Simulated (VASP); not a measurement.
# Na (Im-3m) in VASP: a series of runs

The runs below take Na through electric field gradients, with PBEsol.

All numbers are computed with VASP 6.6.1; they aren't measurements. Logs are shortened: lines on timing, memory, paths and dates and some standing lists are left out, and cuts for length are marked.

### 1 The cell of the first run

The structure is cubic, space group Im-3m (No. 229). Conventional cell: a = 4.249 Å, b = 4.249 Å, c = 4.249 Å, α = 90.00°, β = 90.00°, γ = 90.00°. Na (site symmetry m-3m) has 14 Na at 3.68 to 4.25 Å within 4.8 Å.

### 2 Electric field gradients, PBEsol (volume scaled by 1.01)

INCAR

```
ALGO     = Normal         # electronic algorithm
EDIFF    = 1E-8           # SCF threshold, eV
ENCUT    = 520            # plane-wave cutoff, eV
GGA      = PS             # functional
ISIF     = 2              # what is computed and relaxed
ISMEAR   = -1             # smearing method
LASPH    = True           # aspherical terms in the spheres
LCHARG   = False          # write CHGCAR
LEFG     = True         
LREAL    = False          # projectors in reciprocal space
LWAVE    = False          # write WAVECAR
NBANDS   = 10             # bands
NELM     = 60             # most SCF steps
PREC     = Accurate       # precision mode
SIGMA    = 0.03           # smearing width, eV
```

KPOINTS

```
k-points
0
Gamma
  11 11 11
```

POSCAR

```
Na
1.0
   -2.1245349354      2.1245349354      2.1245349354
    2.1245349354     -2.1245349354      2.1245349354
    2.1245349354      2.1245349354     -2.1245349354
Na
1
Direct
    0.0000000000      0.0000000000      0.0000000000
```

Potentials or basis: VASP PAW PBE potentials, release 64 (Na_pv).

Started as:

```
cat potpaw_PBE.64/Na_pv/POTCAR > POTCAR
mpirun -np 1 vasp_std > vasp.out
```

OUTCAR:

```text
EDIFF = 1E-8
   ENCUT = 520
   GGA = PS
   ISIF = 2
   ISMEAR = -1
   LASPH = True
   LREAL = False
   NELM = 60
   PREC = Accurate

 ion  position               nearest neighbor table
   1  0.000  0.000  0.000-

  LATTYP: Found a body centered cubic cell.
 ALAT       =     4.2490698708

  Lattice vectors:

 A1 = (  -2.1245349354,   2.1245349354,   2.1245349354)
 A2 = (   2.1245349354,  -2.1245349354,   2.1245349354)
 A3 = (   2.1245349354,   2.1245349354,  -2.1245349354)

Analysis of symmetry for initial positions (statically):
=====================================================================
 Subroutine PRICEL returns:
 Original cell was already a primitive cell.

 Routine SETGRP: Setting up the symmetry group for a
 body centered cubic supercell.

 Subroutine GETGRP returns: Found 48 space group operations
 (whereof 48 operations were pure point group operations)
 out of a pool of 48 trial point group operations.

The static configuration has the point symmetry O_h .

Analysis of symmetry for dynamics (positions and initial velocities):
=====================================================================
 Subroutine PRICEL returns:
 Original cell was already a primitive cell.

 Routine SETGRP: Setting up the symmetry group for a
 body centered cubic supercell.

 Subroutine GETGRP returns: Found 48 space group operations
 (whereof 48 operations were pure point group operations)
 out of a pool of 48 trial point group operations.

The dynamic configuration has the point symmetry O_h .

 Subroutine INISYM returns: Found 48 space group operations
 (whereof 48 operations are pure point group operations),
 and found     1 'primitive' translations

----------------------------------------------------------------------------------------

                                     Primitive cell

  volume of cell :      38.3576

  direct lattice vectors                    reciprocal lattice vectors
    -2.124534935  2.124534935  2.124534935     0.000000000  0.235345624  0.235345624
     2.124534935 -2.124534935  2.124534935     0.235345624  0.000000000  0.235345624
     2.124534935  2.124534935 -2.124534935     0.235345624  0.235345624  0.000000000

  length of vectors
     3.679802451  3.679802451  3.679802451     0.332828973  0.332828973  0.332828973

  position of ions in fractional coordinates (direct lattice)
     0.000000000  0.000000000  0.000000000

  ion indices of the primitive-cell ions
   primitive index   ion index
                 1           1

----------------------------------------------------------------------------------------

 KPOINTS: k-points

Automatic generation of k-mesh.
 Grid dimensions read from file:
 generate k-points for:   11   11   11

 Generating k-lattice:

  Cartesian coordinates                     Fractional coordinates (reciprocal lattice)
     0.000000000  0.021395057  0.021395057     0.090909091  0.000000000  0.000000000
     0.021395057  0.000000000  0.021395057     0.000000000  0.090909091  0.000000000
     0.021395057  0.021395057  0.000000000     0.000000000  0.000000000  0.090909091

  Length of vectors
     0.030257179  0.030257179  0.030257179

  Shift w.r.t. Gamma in fractional coordinates (k-lattice)
     0.000000000  0.000000000  0.000000000

 Subroutine IBZKPT returns following result:
 ===========================================

 Found     56 irreducible k-points:

 Following reciprocal coordinates:
            Coordinates               Weight
  0.000000  0.000000  0.000000      1.000000
  0.090909  0.000000  0.000000     12.000000
  0.181818  0.000000  0.000000     12.000000
  0.272727  0.000000  0.000000     12.000000
  0.363636  0.000000  0.000000     12.000000
  0.454545  0.000000  0.000000     12.000000
[... 16 lines left out ...]
  0.272727  0.181818  0.090909     48.000000
  0.363636  0.181818  0.090909     24.000000
 [... further k-points ...]
   k-points           NKPTS =     56   k-points in BZ     NKDIM =     56   number of bands    NBANDS=     10
   number of dos      NEDOS =    301   number of ions     NIONS =      1
   total plane-waves  NPLWV =  21952
   dimension x,y,z NGX =    28 NGY =   28 NGZ =   28
   dimension x,y,z NGXF=    56 NGYF=   56 NGZF=   56
   ions per type =               1
   NGX,Y,Z   is equivalent  to a cutoff of  12.65, 12.65, 12.65 a.u.
   NGXF,Y,Z  is equivalent  to a cutoff of  25.30, 25.30, 25.30 a.u.
 SYSTEM =  unknown system
   PREC   = accura    normal or accurate (medium, high low for compatibility)
   ISTART =      0    job   : 0-new  1-cont  2-samecut
   ICHARG =      2    charge: 1-file 2-atom 10-const
   ISPIN  =      1    spin polarized calculation?
   LNONCOLLINEAR =      F non collinear calculations
   LSORBIT =      F    spin-orbit coupling
   LASPH  =      T    aspherical Exc in radial PAW
   ENCUT  =  520.0 eV  38.22 Ry    6.18 a.u.   6.84  6.84  6.84*2*pi/ulx,y,z
   NELM   =     60;   NELMIN=  2; NELMDL= -5     # of ELM steps
   EDIFF  = 0.1E-07   stopping-criterion for ELM
   LREAL  =      F    real-space projection
   EDIFFG = 0.1E-06   stopping-criterion for IOM
   NSW    =      0    number of steps for IOM
   IBRION =     -1    ionic relax: 0-MD 1-quasi-New 2-CG
   NFREE  =      0    steps in history (QN), initial steepest desc. (CG)
   ISIF   =      2    stress and relaxation
   ISYM   =      2    0-nonsym 1-usesym 2-fastsym
   POTIM  = 0.5000    time-step for ionic-motion
   TEBEG  =    0.0;   TEEND  =   0.0 temperature during run
   PSTRESS=    0.0 pullay stress
   NELECT =       7.0000    total number of electrons
   NUPDOWN=      -1.0000    fix difference up-down
   EMIN   =  10.00;   EMAX   =-10.00  energy-range for DOS
   EFERMI =   0.00;   METHOD = LEGACY
   ISMEAR =    -1;   SIGMA  =   0.03  broadening in eV -4-tet -1-fermi 0-gaus
   EFERMI_NEDOS =   21; number of points for ismear=-14 and -15
   IALGO  =     38    algorithm
   IMIX   =      4    mixing-type and parameters
     AMIX     =   0.40;   BMIX     =  1.00
     AMIX_MAG =   1.60;   BMIX_MAG =  1.00
  volume/ion in A,a.u.               =      38.36       258.85
  Fermi-wavevector in a.u.,A,eV,Ry     =   0.928589  1.754779 11.732004  0.862278
  Thomas-Fermi vector in A             =   2.054782
   LORBIT       =      0    0 simple, 1 ext, 2 COOP (PROOUT), +10 PAW based schemes
   GGA     = PS    functional components
   LHFCALC =     F    Hartree Fock is set to
   AEXX    =    0.0000 exact exchange contribution
   IVDW    =     0    specifies the selected vdW correction
   LEPSILON=     F    determine dielectric tensor
   LRPA    =     F    only Hartree local field effects (RPA)
 non-spin polarized calculation
  energy-cutoff  :      520.00
  volume of cell :       38.36
 maximum number of plane-waves:      1055
   NGX = 13   NGY = 13   NGZ = 13

 number of electron       7.0000013 magnetization

 Free energy of the ion-electron system (eV)
  ---------------------------------------------------
  ext. energy  EPLUGINS =         0.00000000
  ---------------------------------------------------
  free energy    TOTEN  =        -1.40005812 eV

  energy without entropy =       -1.39885492  energy(sigma->0) =       -1.39945652

 E-fermi :   0.2196     XC(G=0):  -6.4118

 val. band max:        0.1789277154   @ k =  -0.3636   0.4545   0.0909
 cond. band min:       0.3120013881   @ k =   0.1818   0.1818   0.1818
 fundamental gap:      0.1330736727
 Fermi energy:         0.2196475911

 k-point     1 :       0.0000    0.0000    0.0000
  band No.  band energies     occupation
      1     -24.6024      2.00000
      2     -24.6024      2.00000
      3     -24.6024      2.00000
      4      -2.9951      2.00000
      5      11.7234      0.00000
      6      11.7234      0.00000
      7      11.7234      0.00000
      8      12.7078      0.00000
      9      12.7078      0.00000
     10      13.2357      0.00000

 k-point     2 :       0.0909    0.0000    0.0000
  band No.  band energies     occupation
      1     -24.6050      2.00000
      2     -24.6033      2.00000
      3     -24.6024      2.00000
      4      -2.8530      2.00000
      5      10.0465      0.00000
      6      10.9255      0.00000
      7      11.1962      0.00000
      8      11.7436      0.00000
      9      12.1175      0.00000
     10      13.5227      0.00000
[... 274 lines left out ...]
 k-point    24 :       0.3636    0.1818    0.0909
  band No.  band energies     occupation
      1     -24.6284      2.00000
      2     -24.6167      2.00000
      3     -24.6072      2.00000
      4       1.5517      0.00000
      5       2.0243      0.00000
      6       4.7123      0.00000
      7       6.4897      0.00000
      8      13.2575      0.00000
      9      14.6019      0.00000
     10      15.7184      0.00000

 [... further k-points ...]

------------------------ aborting loop because EDIFF is reached ----------------------------------------

  FORCE on cell =-STRESS in cart. coord.  units (eV):
  Direction    XX          YY          ZZ          XY          YZ          ZX
  --------------------------------------------------------------------------------------
  -------------------------------------------------------------------------------------
  Total       -0.0974833     -0.0974833     -0.0974833      0.0000000      0.0000000     -0.0000000
  in kB       -4.0718268     -4.0718268     -4.0718268      0.0000000      0.0000000     -0.0000000
  external PRESSURE =      -4.0718268 kB  Pullay stress =       0.0000000 kB

 VOLUME and BASIS-vectors are now :
 -----------------------------------------------------------------------------
  energy-cutoff  :      520.00
  volume of cell :       38.36
      direct lattice vectors                 reciprocal lattice vectors
    -2.124534935  2.124534935  2.124534935     0.000000000  0.235345624  0.235345624
     2.124534935 -2.124534935  2.124534935     0.235345624  0.000000000  0.235345624
     2.124534935  2.124534935 -2.124534935     0.235345624  0.235345624  0.000000000

 POSITION                                       TOTAL-FORCE (eV/Angst)
 -----------------------------------------------------------------------------------
      0.00000      0.00000      0.00000        -0.000000     -0.000000      0.000000
 -----------------------------------------------------------------------------------
    total drift:                               -0.000000     -0.000000     -0.000000

  FREE ENERGIE OF THE ION-ELECTRON SYSTEM (eV)
  ---------------------------------------------------
  free  energy   TOTEN  =        -1.4000581248 eV

  energy  without entropy=       -1.3988549157  energy(sigma->0) =       -1.39945652

 Electric field gradients (V/A^2)
---------------------------------------------------------------------
 ion       V_xx      V_yy      V_zz      V_xy      V_xz      V_yz
---------------------------------------------------------------------
   1       0.000    -0.000    -0.000    -0.003    -0.003    -0.003
---------------------------------------------------------------------

 Electric field gradients after diagonalization (V/A^2)
 (convention: |V_zz| > |V_xx| > |V_yy|)
----------------------------------------------------------------------
 ion       V_xx      V_yy      V_zz     asymmetry (V_yy - V_xx)/ V_zz
----------------------------------------------------------------------
   1       0.003     0.003    -0.006       0.000
----------------------------------------------------------------------

           NMR quadrupolar parameters

 Cq : quadrupolar parameter    Cq=e*Q*V_zz/h
 eta: asymmetry parameters     (V_yy - V_xx)/ V_zz
 Q  : nuclear electric quadrupole moment in mb (millibarn)
----------------------------------------------------------------------
 ion       Cq(MHz)       eta       Q (mb)
----------------------------------------------------------------------
   1      -0.000       0.000       1.000
----------------------------------------------------------------------
```

Run time: 13 s. Hardware: 1 thread of Intel Xeon 6975P-C, shared host; peak memory 0.15 GiB.

Results:

```yaml
Free_energy: -1.4001 eV
Pressure: -0.4 GPa
```

Caveat: without QUAD_EFG the Cq values of the log hold for a quadrupole moment of 1 mb, not for the nuclei; the PAW data sets were made with another functional, which shifts forces and pressure a little.

### 3 Electric field gradients, PBEsol (volume scaled by 1.01)

INCAR

```
SYSTEM = Na
PREC = Accurate
ENCUT = 520
EDIFF = 1E-8
ISMEAR = -1
SIGMA = 0.03
LREAL = .FALSE.
LASPH = .TRUE.
NELM = 100
ALGO = Normal
ISIF = 2
LWAVE = .FALSE.
LCHARG = .FALSE.
GGA = PS
LEFG = .TRUE.
NBANDS = 10
```

KPOINTS

```
Automatic mesh
0
G
  11 11 11
  0 0 0
```

POSCAR is that of step 2.

Potentials or basis: VASP PAW PBE potentials, release 64 (Na_pv).

Started as:

```
cat potpaw_PBE.64/Na_pv/POTCAR > POTCAR
mpirun -np 1 vasp_std > vasp.out
```

OUTCAR:

```text
SYSTEM = Na
   PREC = Accurate
   ENCUT = 520
   EDIFF = 1E-8
   ISMEAR = -1
   LREAL = .FALSE.
   LASPH = .TRUE.
   NELM = 100
   ISIF = 2
   GGA = PS

 ion  position               nearest neighbor table
   1  0.000  0.000  0.000-

  LATTYP: Found a body centered cubic cell.
 ALAT       =     4.2490698708

  Lattice vectors:

 A1 = (  -2.1245349354,   2.1245349354,   2.1245349354)
 A2 = (   2.1245349354,  -2.1245349354,   2.1245349354)
 A3 = (   2.1245349354,   2.1245349354,  -2.1245349354)

Analysis of symmetry for initial positions (statically):
=====================================================================
 Subroutine PRICEL returns:
 Original cell was already a primitive cell.

 Routine SETGRP: Setting up the symmetry group for a
 body centered cubic supercell.

 Subroutine GETGRP returns: Found 48 space group operations
 (whereof 48 operations were pure point group operations)
[... 491 lines left out ...]

 VOLUME and BASIS-vectors are now :
 -----------------------------------------------------------------------------
  energy-cutoff  :      520.00
  volume of cell :       38.36
      direct lattice vectors                 reciprocal lattice vectors
    -2.124534935  2.124534935  2.124534935     0.000000000  0.235345624  0.235345624
     2.124534935 -2.124534935  2.124534935     0.235345624  0.000000000  0.235345624
     2.124534935  2.124534935 -2.124534935     0.235345624  0.235345624  0.000000000

 POSITION                                       TOTAL-FORCE (eV/Angst)
 -----------------------------------------------------------------------------------
      0.00000      0.00000      0.00000        -0.000000     -0.000000      0.000000
 -----------------------------------------------------------------------------------
    total drift:                               -0.000000     -0.000000     -0.000000

  FREE ENERGIE OF THE ION-ELECTRON SYSTEM (eV)
  ---------------------------------------------------
  free  energy   TOTEN  =        -1.4000581248 eV

  energy  without entropy=       -1.3988549157  energy(sigma->0) =       -1.39945652

 Electric field gradients (V/A^2)
---------------------------------------------------------------------
 ion       V_xx      V_yy      V_zz      V_xy      V_xz      V_yz
---------------------------------------------------------------------
   1       0.000    -0.000    -0.000    -0.003    -0.003    -0.003
---------------------------------------------------------------------

 Electric field gradients after diagonalization (V/A^2)
 (convention: |V_zz| > |V_xx| > |V_yy|)
----------------------------------------------------------------------
 ion       V_xx      V_yy      V_zz     asymmetry (V_yy - V_xx)/ V_zz
----------------------------------------------------------------------
   1       0.003     0.003    -0.006       0.000
----------------------------------------------------------------------

           NMR quadrupolar parameters

 Cq : quadrupolar parameter    Cq=e*Q*V_zz/h
 eta: asymmetry parameters     (V_yy - V_xx)/ V_zz
 Q  : nuclear electric quadrupole moment in mb (millibarn)
----------------------------------------------------------------------
 ion       Cq(MHz)       eta       Q (mb)
----------------------------------------------------------------------
   1      -0.000       0.000       1.000
----------------------------------------------------------------------
```

Wall time 14 s (1 thread of Intel Xeon 6975P-C, shared host); peak memory 0.15 GiB.

What came out:

| Item | Value |
| --- | --- |
| Free energy | -1.4001 eV |
| Pressure | -0.4 GPa |

Levels at points of the mesh, in eV from the Fermi level:
```
           k point  band 1  band 2  band 3  band 4  band 5  band 6
(0.00, 0.00, 0.00)  -24.82  -24.82  -24.82   -3.21   11.50   11.50
```

Caveat: without QUAD_EFG the Cq values of the log hold for a quadrupole moment of 1 mb, not for the nuclei; the PAW data sets were made with another functional, which shifts forces and pressure a little.

(Part 1 of 2 ends here.)
